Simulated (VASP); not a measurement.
# V (Pm-3m) in VASP: a series of runs, part 2 of 2

VASP 6.6.1.

### Step 4. Single point, BLYP (volume scaled by 1.12)

The input, INCAR:

```
SYSTEM = V
PREC = Accurate ; ENCUT = 520
EDIFF = 1E-7 ; ISMEAR = -1
SIGMA = 0.1 ; LREAL = .FALSE.
LASPH = .TRUE. ; NELM = 100
ALGO = Normal ; ISIF = 2
LWAVE = .FALSE. ; LCHARG = .TRUE.
GGA = B5 ; ALDAX = 1.0
AGGAX = 1.0 ; AGGAC = 1.0
ALDAC = 0.0 ; LELF = .TRUE.
LVHAR = .TRUE. ; NBANDS = 12
```

The input, KPOINTS:

```
regular mesh
0
G
  14 14 14
  0 0 0
```

The input, POSCAR:

```
V
1.0
    2.5717955218      0.0000000000      0.0000000000
    0.0000000000      2.5717955218      0.0000000000
    0.0000000000      0.0000000000      2.5717955218
V
1
Direct
    0.0000000000      0.0000000000      0.0000000000
```

Potentials or basis: VASP PAW PBE potentials, release 64 (V_sv).

Command:

```
$ cat potpaw_PBE.64/V_sv/POTCAR > POTCAR
$ mpirun -np 1 vasp_std > vasp.out
```

OUTCAR:

```text
SYSTEM = V
   PREC = Accurate
   ENCUT = 520
   EDIFF = 1E-7
   ISMEAR = -1
   LREAL = .FALSE.
   LASPH = .TRUE.
   NELM = 100
   ISIF = 2
   GGA = B5

 ion  position               nearest neighbor table
   1  0.000  0.000  0.000-

  LATTYP: Found a simple cubic cell.
 ALAT       =     2.5717955218

  Lattice vectors:

 A1 = (   2.5717955218,   0.0000000000,   0.0000000000)
 A2 = (   0.0000000000,   2.5717955218,   0.0000000000)
 A3 = (   0.0000000000,   0.0000000000,   2.5717955218)

Analysis of symmetry for initial positions (statically):
=====================================================================
 Subroutine PRICEL returns:
 Original cell was already a primitive cell.

 Routine SETGRP: Setting up the symmetry group for a
 simple cubic supercell.

 Subroutine GETGRP returns: Found 48 space group operations
 (whereof 48 operations were pure point group operations)
 out of a pool of 48 trial point group operations.

The static configuration has the point symmetry O_h .

Analysis of symmetry for dynamics (positions and initial velocities):
=====================================================================
 Subroutine PRICEL returns:
 Original cell was already a primitive cell.

 Routine SETGRP: Setting up the symmetry group for a
 simple cubic supercell.

 Subroutine GETGRP returns: Found 48 space group operations
 (whereof 48 operations were pure point group operations)
 out of a pool of 48 trial point group operations.

The dynamic configuration has the point symmetry O_h .

 Subroutine INISYM returns: Found 48 space group operations
 (whereof 48 operations are pure point group operations),
 and found     1 'primitive' translations

----------------------------------------------------------------------------------------

                                     Primitive cell
[... 107 lines left out ...]
   IMIX   =      4    mixing-type and parameters
     AMIX     =   0.40;   BMIX     =  1.00
     AMIX_MAG =   1.60;   BMIX_MAG =  1.00
  volume/ion in A,a.u.               =      17.01       114.79
  Fermi-wavevector in a.u.,A,eV,Ry     =   1.496762  2.828471 30.481098  2.240297
  Thomas-Fermi vector in A             =   2.608737
   LORBIT       =      0    0 simple, 1 ext, 2 COOP (PROOUT), +10 PAW based schemes
   GGA     = B5    functional components
   LHFCALC =     F    Hartree Fock is set to
   AEXX    =    0.0000 exact exchange contribution
   IVDW    =     0    specifies the selected vdW correction
   LEPSILON=     F    determine dielectric tensor
   LRPA    =     F    only Hartree local field effects (RPA)
 non-spin polarized calculation
  energy-cutoff  :      520.00
  volume of cell :       17.01
 maximum number of plane-waves:       480
 NGX is ok and might be reduce to    20
   NGX =  9   NGY =  9   NGZ =  9

 number of electron      12.9999997 magnetization

 Free energy of the ion-electron system (eV)
  ---------------------------------------------------
  ext. energy  EPLUGINS =         0.00000000
  ---------------------------------------------------
  free energy    TOTEN  =        -7.10872939 eV

  energy without entropy =       -7.04477046  energy(sigma->0) =       -7.07674993

 E-fermi :   7.6647     XC(G=0): -11.0150

 val. band max:        7.6586256598   @ k =   0.5000   0.4286   0.2143
 cond. band min:       7.6715137449   @ k =   0.4286   0.2143   0.1429
 fundamental gap:      0.0128880851
 Fermi energy:         7.6647034571

 k-point     1 :       0.0000    0.0000    0.0000
  band No.  band energies     occupation
      1     -56.0062      2.00000
      2     -29.6399      2.00000
      3     -29.6399      2.00000
      4     -29.6399      2.00000
      5       1.8914      2.00000
      6       5.8587      2.00000
      7       5.8587      2.00000
      8      10.5730      0.00000
      9      10.5730      0.00000
     10      10.5730      0.00000
     11      24.3430      0.00000
     12      24.3430      0.00000
[... 331 lines left out ...]
 k-point    24 :       0.3571    0.2143    0.0000
  band No.  band energies     occupation
      1     -55.8907      2.00000
      2     -30.1641      2.00000
      3     -29.8507      2.00000
      4     -29.5690      2.00000
      5       5.2447      2.00000
      6       6.6239      1.99994
      7       7.6791      0.92799
      8       9.3571      0.00000
      9       9.5576      0.00000
     10      10.0917      0.00000
     11      16.0737      0.00000
     12      22.0250      0.00000

 [... further k-points ...]
[... 5 lines left out ...]
  --------------------------------------------------------------------------------------
  -------------------------------------------------------------------------------------
  Total       -1.1290823     -1.1290823     -1.1290823      0.0000000      0.0000000     -0.0000000
  in kB     -106.3474009   -106.3474009   -106.3474009      0.0000000      0.0000000     -0.0000000
  external PRESSURE =    -106.3474009 kB  Pullay stress =       0.0000000 kB

 VOLUME and BASIS-vectors are now :
 -----------------------------------------------------------------------------
  energy-cutoff  :      520.00
  volume of cell :       17.01
      direct lattice vectors                 reciprocal lattice vectors
     2.571795522  0.000000000  0.000000000     0.388833401  0.000000000  0.000000000
     0.000000000  2.571795522  0.000000000     0.000000000  0.388833401  0.000000000
     0.000000000  0.000000000  2.571795522     0.000000000  0.000000000  0.388833401

 POSITION                                       TOTAL-FORCE (eV/Angst)
 -----------------------------------------------------------------------------------
      0.00000      0.00000      0.00000         0.000000      0.000000      0.000000
 -----------------------------------------------------------------------------------
    total drift:                               -0.000000     -0.000000     -0.000000

  FREE ENERGIE OF THE ION-ELECTRON SYSTEM (eV)
  ---------------------------------------------------
  free  energy   TOTEN  =        -7.1087293928 eV

  energy  without entropy=       -7.0447704643  energy(sigma->0) =       -7.07674993
```

OSZICAR:

```text
N       E                     dE             d eps       ncg     rms          rms(c)
DAV:   1     0.964479223395E+02    0.96448E+02   -0.70773E+03  2880   0.114E+03
DAV:   2    -0.649421912971E+01   -0.10294E+03   -0.99607E+02  2952   0.326E+02
DAV:   3    -0.798074697929E+01   -0.14865E+01   -0.14792E+01  3268   0.461E+01
DAV:   4    -0.798860679595E+01   -0.78598E-02   -0.78596E-02  3136   0.362E+00
DAV:   5    -0.798871048547E+01   -0.10369E-03   -0.10369E-03  3300   0.393E-01    0.129E+01
DAV:   6    -0.710832189694E+01    0.88039E+00   -0.30854E+00  3020   0.241E+01    0.165E+00
DAV:   7    -0.710553465584E+01    0.27872E-02   -0.50386E-02  2964   0.323E+00    0.121E+00
DAV:   8    -0.710876530696E+01   -0.32307E-02   -0.99544E-03  3036   0.114E+00    0.127E-01
DAV:   9    -0.710873427110E+01    0.31036E-04   -0.39424E-04  3024   0.248E-01    0.452E-02
DAV:  10    -0.710872842718E+01    0.58439E-05   -0.11921E-04  3092   0.161E-01    0.141E-02
DAV:  11    -0.710872873522E+01   -0.30804E-06   -0.22692E-06  3164   0.241E-02    0.396E-03
DAV:  12    -0.710872946146E+01   -0.72624E-06   -0.31723E-07  2992   0.578E-03    0.701E-04
DAV:  13    -0.710872939284E+01    0.68617E-07   -0.11302E-08  1612   0.163E-03
   1 F= -.71087294E+01 E0= -.70767499E+01  d E =-.639589E-01
```

Wall time 38 s (1 thread of AMD EPYC 9R45, shared host); peak memory 0.11 GiB.

What came out:

```yaml
Free_energy: -7.1087 eV
Pressure: -10.6 GPa
```

Caveat: the cell differs from its parent crystal (volume scaled by 1.12); the PAW data sets were made with another functional, which shifts forces and pressure a little.

### Step 5. Relaxation of cell and atoms, BLYP

This run uses another cell than the first one, of 14.93 Å³/atom, 0.945 times its volume.

The input, INCAR:

```
  PREC = Accurate
  ENCUT = 600
  EDIFF = 1E-7
  ISMEAR = -1
  SIGMA = 0.1
  LREAL = False
  LASPH = True
  NELM = 100
  ALGO = Normal
  ISIF = 3
  LWAVE = False
  LCHARG = False
  GGA = B5
  ALDAX = 1.0
  AGGAX = 1.0
  AGGAC = 1.0
  ALDAC = 0.0
  IBRION = 2
  NSW = 80
  EDIFFG = -0.01
```

The input, KPOINTS:

```
Automatic mesh
0
Gamma
  13 13 13
```

The input, POSCAR:

```
V
1.0
    2.4625196618      0.0000000000      0.0000000000
    0.0000000000      2.4625196618      0.0000000000
    0.0000000000      0.0000000000      2.4625196618
V
1
Direct
    0.0000000000      0.0000000000      0.0000000000
```

Command:

```
$ cat potpaw_PBE.64/V_sv/POTCAR > POTCAR
$ mpirun -np 1 vasp_std > vasp.out
```

It took 60 s on 1 thread of AMD EPYC 9R45, shared host; peak memory 0.11 GiB.

The run converged. Its results:

```
Free energy                            : -7.1766 eV
Relaxed volume                         : 15.22 Å³/atom
Relaxed cell                           : a = 2.478 Å, b = 2.478 Å, c = 2.478 Å, α = 90.00°, β = 90.00°, γ = 90.00°
Space group after relaxing (to 0.05 Å) : Pm-3m (No. 221)
Energy gained by relaxing              : 2.2 meV/atom
Ionic steps                            : 3
Pressure after relaxing                : 0.0 GPa
```

Step by step:
```
step  energy change (eV)  largest force (eV/Å)  pressure (GPa)  volume (Å³)
   1              0.0000                0.0000            2.44        14.93
   2             -0.0011                0.0000           -1.65        15.43
   3             -0.0022                0.0000           -0.03        15.22
```

Final structure:
```
V
1.0
     2.47837    0.00000    0.00000
     0.00000    2.47837    0.00000
     0.00000    0.00000    2.47837
V
1
Direct
  0.00000 0.00000 0.00000
```

Levels at points of the mesh, in eV from the Fermi level:
```tsv
k point	band 3	band 4	band 5	band 6	band 7	band 8	band 9	band 10
(0.00, 0.00, 0.00)	-37.12	-37.12	-6.09	-2.12	-2.12	3.30	3.30	3.30
```

Caveat: the PAW data sets were made with another functional, which shifts forces and pressure a little.

### Step 6. Single point, BLYP

This run uses another cell than the first one, of 15.19 Å³/atom, 0.962 times its volume.

The input, INCAR:

```
SYSTEM = V
PREC = Accurate
ENCUT = 520
EDIFF = 1E-6
ISMEAR = -1
SIGMA = 0.1
LREAL = .False.
LASPH = .True.
NELM = 80
ALGO = Normal
ISIF = 2
LWAVE = .False.
LCHARG = .False.
GGA = B5
ALDAX = 1.0
AGGAX = 1.0
AGGAC = 1.0
ALDAC = 0.0
NBANDS = 12
```

The input, KPOINTS:

```
Automatic mesh
0
Gamma
  21 21 21
  0 0 0
```

The input, POSCAR:

```
V
1.0
    2.4764549283      0.0000000000      0.0000000000
    0.0000000000      2.4764549283      0.0000000000
    0.0000000000      0.0000000000      2.4764549283
V
1
Direct
    0.0000000000      0.0000000000      0.0000000000
```

Potentials or basis: VASP PAW PBE potentials, release 64 (V_sv).

Command:

```
$ cat potpaw_PBE.64/V_sv/POTCAR > POTCAR
$ mpirun -np 1 vasp_std > vasp.out
```

OUTCAR:

```text
SYSTEM = V
   PREC = Accurate
   ENCUT = 520
   EDIFF = 1E-6
   ISMEAR = -1
   LREAL = .False.
   LASPH = .True.
   NELM = 80
   ISIF = 2
   GGA = B5

 ion  position               nearest neighbor table
   1  0.000  0.000  0.000-

  LATTYP: Found a simple cubic cell.
 ALAT       =     2.4764549283

  Lattice vectors:

 A1 = (   2.4764549283,   0.0000000000,   0.0000000000)
 A2 = (   0.0000000000,   2.4764549283,   0.0000000000)
 A3 = (   0.0000000000,   0.0000000000,   2.4764549283)

Analysis of symmetry for initial positions (statically):
=====================================================================
 Subroutine PRICEL returns:
 Original cell was already a primitive cell.

 Routine SETGRP: Setting up the symmetry group for a
 simple cubic supercell.

 Subroutine GETGRP returns: Found 48 space group operations
 (whereof 48 operations were pure point group operations)
 out of a pool of 48 trial point group operations.

The static configuration has the point symmetry O_h .

Analysis of symmetry for dynamics (positions and initial velocities):
=====================================================================
 Subroutine PRICEL returns:
 Original cell was already a primitive cell.

 Routine SETGRP: Setting up the symmetry group for a
 simple cubic supercell.

 Subroutine GETGRP returns: Found 48 space group operations
 (whereof 48 operations were pure point group operations)
 out of a pool of 48 trial point group operations.

The dynamic configuration has the point symmetry O_h .

 Subroutine INISYM returns: Found 48 space group operations
 (whereof 48 operations are pure point group operations),
 and found     1 'primitive' translations

----------------------------------------------------------------------------------------
[... 108 lines left out ...]
   IALGO  =     38    algorithm
   IMIX   =      4    mixing-type and parameters
     AMIX     =   0.40;   BMIX     =  1.00
     AMIX_MAG =   1.60;   BMIX_MAG =  1.00
  volume/ion in A,a.u.               =      15.19       102.49
  Fermi-wavevector in a.u.,A,eV,Ry     =   1.554386  2.937363 32.873248  2.416116
  Thomas-Fermi vector in A             =   2.658480
   LORBIT       =      0    0 simple, 1 ext, 2 COOP (PROOUT), +10 PAW based schemes
   GGA     = B5    functional components
   LHFCALC =     F    Hartree Fock is set to
   AEXX    =    0.0000 exact exchange contribution
   IVDW    =     0    specifies the selected vdW correction
   LEPSILON=     F    determine dielectric tensor
   LRPA    =     F    only Hartree local field effects (RPA)
 non-spin polarized calculation
  energy-cutoff  :      520.00
  volume of cell :       15.19
 maximum number of plane-waves:       437
   NGX =  9   NGY =  9   NGZ =  9

 number of electron      13.0000006 magnetization

 Free energy of the ion-electron system (eV)
  ---------------------------------------------------
  ext. energy  EPLUGINS =         0.00000000
  ---------------------------------------------------
  free energy    TOTEN  =        -7.17744320 eV

  energy without entropy =       -7.13057230  energy(sigma->0) =       -7.15400775

 E-fermi :   8.9144     XC(G=0): -11.5808

 val. band max:        8.9068108335   @ k =   0.4286   0.3333   0.2381
 cond. band min:       8.9159654036   @ k =   0.4762   0.3333   0.1905
 fundamental gap:      0.0091545701
 Fermi energy:         8.9143970193

 k-point     1 :       0.0000    0.0000    0.0000
  band No.  band energies     occupation
      1     -54.6973      2.00000
      2     -28.1769      2.00000
      3     -28.1769      2.00000
      4     -28.1769      2.00000
      5       2.8431      2.00000
      6       6.8128      2.00000
      7       6.8128      2.00000
      8      12.2508      0.00000
      9      12.2508      0.00000
     10      12.2508      0.00000
     11      26.9014      0.00000
     12      26.9014      0.00000
[... 331 lines left out ...]
 k-point    24 :       0.1905    0.0952    0.0000
  band No.  band energies     occupation
      1     -54.6379      2.00000
      2     -28.4817      2.00000
      3     -28.2347      2.00000
      4     -28.1426      2.00000
      5       4.0681      2.00000
      6       7.1754      2.00000
      7       7.6395      1.99999
      8      11.3729      0.00000
      9      11.5992      0.00000
     10      12.1291      0.00000
     11      22.2350      0.00000
     12      26.1203      0.00000

 [... further k-points ...]
[... 5 lines left out ...]
  --------------------------------------------------------------------------------------
  -------------------------------------------------------------------------------------
  Total        0.0727285      0.0727285      0.0727285     -0.0000000     -0.0000000      0.0000000
  in kB        7.6722728      7.6722728      7.6722728     -0.0000000     -0.0000000      0.0000000
  external PRESSURE =       7.6722728 kB  Pullay stress =       0.0000000 kB

 VOLUME and BASIS-vectors are now :
 -----------------------------------------------------------------------------
  energy-cutoff  :      520.00
  volume of cell :       15.19
      direct lattice vectors                 reciprocal lattice vectors
     2.476454928  0.000000000  0.000000000     0.403803029  0.000000000  0.000000000
     0.000000000  2.476454928  0.000000000     0.000000000  0.403803029  0.000000000
     0.000000000  0.000000000  2.476454928     0.000000000  0.000000000  0.403803029

 POSITION                                       TOTAL-FORCE (eV/Angst)
 -----------------------------------------------------------------------------------
      0.00000      0.00000      0.00000         0.000000      0.000000      0.000000
 -----------------------------------------------------------------------------------
    total drift:                                0.000000      0.000000     -0.000000

  FREE ENERGIE OF THE ION-ELECTRON SYSTEM (eV)
  ---------------------------------------------------
  free  energy   TOTEN  =        -7.1774431989 eV

  energy  without entropy=       -7.1305723029  energy(sigma->0) =       -7.15400775
```

OSZICAR:

```text
N       E                     dE             d eps       ncg     rms          rms(c)
DAV:   1     0.963985128841E+02    0.96399E+02   -0.70694E+03  6872   0.116E+03
DAV:   2    -0.652546217535E+01   -0.10292E+03   -0.99309E+02  6972   0.329E+02
DAV:   3    -0.793592845770E+01   -0.14105E+01   -0.14049E+01  7668   0.457E+01
DAV:   4    -0.794330480894E+01   -0.73764E-02   -0.73762E-02  7532   0.352E+00
DAV:   5    -0.794339903058E+01   -0.94222E-04   -0.94221E-04  7640   0.377E-01    0.149E+01
DAV:   6    -0.717704429737E+01    0.76635E+00   -0.23524E+00  7188   0.221E+01    0.225E+00
DAV:   7    -0.717566285650E+01    0.13814E-02   -0.24485E-02  7100   0.206E+00    0.149E+00
DAV:   8    -0.717749973525E+01   -0.18369E-02   -0.78744E-03  7448   0.106E+00    0.110E-01
DAV:   9    -0.717743851376E+01    0.61221E-04   -0.10557E-04  7340   0.129E-01    0.335E-02
DAV:  10    -0.717744287675E+01   -0.43630E-05   -0.45847E-05  7312   0.860E-02    0.969E-03
DAV:  11    -0.717744319894E+01   -0.32219E-06   -0.19624E-07  4976   0.696E-03
   1 F= -.71774432E+01 E0= -.71540078E+01  d E =-.468709E-01
```

Run time: 53 s. Hardware: 1 thread of AMD EPYC 9R45, shared host; peak memory 0.13 GiB.

Results:

- Free energy: -7.1774 eV
- Pressure: 0.8 GPa

Caveat: the PAW data sets were made with another functional, which shifts forces and pressure a little.

### Step 7. The runs side by side

| task | cell | k mesh | cutoff (eV) | gap on the mesh (eV) | pressure (GPa) |
| --- | --- | --- | --- | --- | --- |
| single point | a = 2.509 Å, 1 atom | 14 × 14 × 14 | 520 | none | -3.8 |
| single point | a = 2.541 Å, 1 atom | 14 × 14 × 14 | 520 | none | -7.4 |
| single point | a = 2.572 Å, 1 atom | 14 × 14 × 14 | 520 | none | -10.6 |
| relaxation of cell and atoms | relaxed from a = 2.463 Å, 1 atom | 13 × 13 × 13 | 600 | none | 0.0 |
| single point | a = 2.476 Å, 1 atom | 21 × 21 × 21 | 520 | none | 0.8 |

Alike in all rows: level BLYP; potentials or basis VASP PAW PBE potentials, release 64 (V_sv); no spin polarisation; smearing fermi-dirac 0.1 eV.

Caveats: the PAW data sets were made with another functional, which shifts forces and pressure a little.

Absolute energies hang on the potentials; compare differences alone.
